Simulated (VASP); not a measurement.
**Yb: single point with RPBE**

Crystal: Yb.

```
Yb
1.0
     0.00000    2.74310    2.74310
     2.74310    0.00000    2.74310
     2.74310    2.74310    0.00000
Yb
1
Direct
  0.00000 0.00000 0.00000
```

```json
{
 "Program": "VASP 6.6.1",
 "Task": "single point",
 "Functional": "RPBE",
 "Potentials or basis": "VASP PAW PBE potentials, release 64 (Yb)",
 "Cutoff": "520 eV",
 "k mesh": "8 × 8 × 8",
 "Occupations": "gaussian, width 0.02 eV",
 "Spin": "collinear spin, ferromagnetic start",
 "Starting moments": "[1.0] μB",
 "Dipole correction": "no",
 "Further INCAR settings": "ALGO = Normal; EDIFF = 1e-06; NBANDS = 22"
}
```

```json
{
  "Pressure": "-2.3 GPa",
  "Band gap on the k mesh": "zero (filled and empty bands overlap)",
  "Net moment": "0.02 μB per cell",
  "Valence electrons inside the program's atomic spheres": "Yb 22.10"
}
```

Levels at points of the mesh, in eV from the Fermi level:
Spin up:
```tsv
k point	band 8	band 9	band 10	band 11	band 12	band 13	band 14	band 15	band 16	band 17
(0.00, 0.00, 0.00)	-0.33	-0.33	-0.26	-0.26	-0.26	2.78	2.78	2.78	4.63	4.63
(0.50, 0.00, 0.00)	-0.34	-0.34	-0.27	-0.27	-0.26	0.09	2.58	2.58	5.96	5.96
(0.50, 0.50, 0.00)	-0.34	-0.33	-0.29	-0.28	-0.28	0.31	1.26	5.98	6.36	6.36
```
Spin down:
| k point | band 10 | band 11 | band 12 | band 13 | band 14 | band 15 |
| --- | --- | --- | --- | --- | --- | --- |
| (0.00, 0.00, 0.00) | -0.26 | -0.26 | -0.26 | 2.79 | 2.79 | 2.79 |
| (0.50, 0.00, 0.00) | -0.27 | -0.27 | -0.26 | 0.11 | 2.59 | 2.59 |
| (0.50, 0.50, 0.00) | -0.29 | -0.28 | -0.28 | 0.32 | 1.28 | 5.98 |

Run time: 3.6 min on 1 thread of Intel(R) Xeon(R) Platinum 8488C (Sapphire Rapids), with other jobs on the host, peak memory 0.24 GiB.

Caveat: the PAW data sets were made with another functional, which shifts forces and pressure a little; spin-orbit coupling is left out, which moves the levels of the heavy elements. The state reached can hang on the start; a lower one may exist.
